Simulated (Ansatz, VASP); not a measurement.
**One calculation of BaTiO3, two programs**

Contents of INCAR:

```
  PREC = Accurate
  ENCUT = 520
  EDIFF = 1E-7
  ISMEAR = 0
  SIGMA = 0.02
  LREAL = F
  LASPH = T
  NELM = 150
  ALGO = Normal
  ISIF = 2
  LWAVE = F
  LCHARG = T
  LMAXMIX = 4
  LDAU = T
  LDAUTYPE = 2
  LDAUL = -1 2 -1
  LDAUU = 0 4 0
  LDAUJ = 0 0 0
  LDAUPRINT = 1
  GGA = PE
  LELF = T
  LVHAR = T
  NBANDS = 28
```

File KPOINTS:

```
Automatic mesh
0
Gamma
  8 8 8
```

File POSCAR:

```
BaTiO3
1.0
    3.9433645054      0.0000000000      0.0000000000
    0.0000000000      3.9433645054      0.0000000000
    0.0000000000      0.0000000000      3.9433783742
Ba Ti O
1 1 3
Direct
    0.5000000000      0.5000000000      0.5720010679
    0.0000000000      0.0000000000      0.0720015516
    0.0000000000      0.5000000000      0.0719979658
    0.5000000000      0.0000000000      0.0719979658
    0.0000000000      0.0000000000      0.5719984390
```

Input for Ansatz:

```yaml
crystal:
  lattice:
    - [3.9433645054, 0.0, 0.0]
    - [0.0, 3.9433645054, 0.0]
    - [0.0, 0.0, 3.9433783742]
  atoms:
    - { symbol: Ba, position: [0.5, 0.5, 0.5720010679] }
    - { symbol: Ti, position: [0.0, 0.0, 0.0720015516] }
    - { symbol: O, position: [0.0, 0.5, 0.0719979658] }
    - { symbol: O, position: [0.5, 0.0, 0.0719979658] }
    - { symbol: O, position: [0.0, 0.0, 0.571998439] }
basis:
  ecutwfc: 420
kpoints:
  mp_grid: { grid: [8, 8, 8] }
  band_path: { path: [VBM, CBM], npoints: 2 }
hamiltonian:
  xc: pbe
  hubbard: { sites: [{ species: Ti, l: d, u_eff: 4.0 }] }
scf:
  occupations: { method: gaussian, width: 0.02 }
output:
  forces: true
  stress: true
  eigenvalues: true
checkpoint:
  read: start.run
  write: ck
  compress: false
  write_wavefunctions: false
  write_every: 100000
```

Alike in both runs: task single point; functional PBE; k mesh 8 × 8 × 8; occupations gaussian, width 0.02 eV; no spin polarisation; Hubbard terms Ti d U = 4.0 eV.

```csv
,VASP,Ansatz
version,VASP 6.6.1,Ansatz 0.2.0
potentials or method,"VASP PAW PBE potentials, release 64 (Ba_sv, Ti_sv, O), cutoff 520 eV","scalar-relativistic, plane waves, PAW"
valence electrons in the cell,40,40
```

VASP gave:

```
gap on the k mesh at the Fermi level (eV) : 2.32
least direct gap on the mesh (eV)         : 2.46
pressure (GPa)                            : 16.4
```

What did Ansatz give for the same quantities?

gap on the k mesh at the Fermi level (eV): 2.38; least direct gap on the mesh (eV): 2.48; pressure (GPa): 12.0.

The programs project onto different local orbitals, so the same U acts differently, and such runs can settle in different states. Ansatz's warnings: structure snapped to symmetry.

Spin-orbit coupling is off throughout.
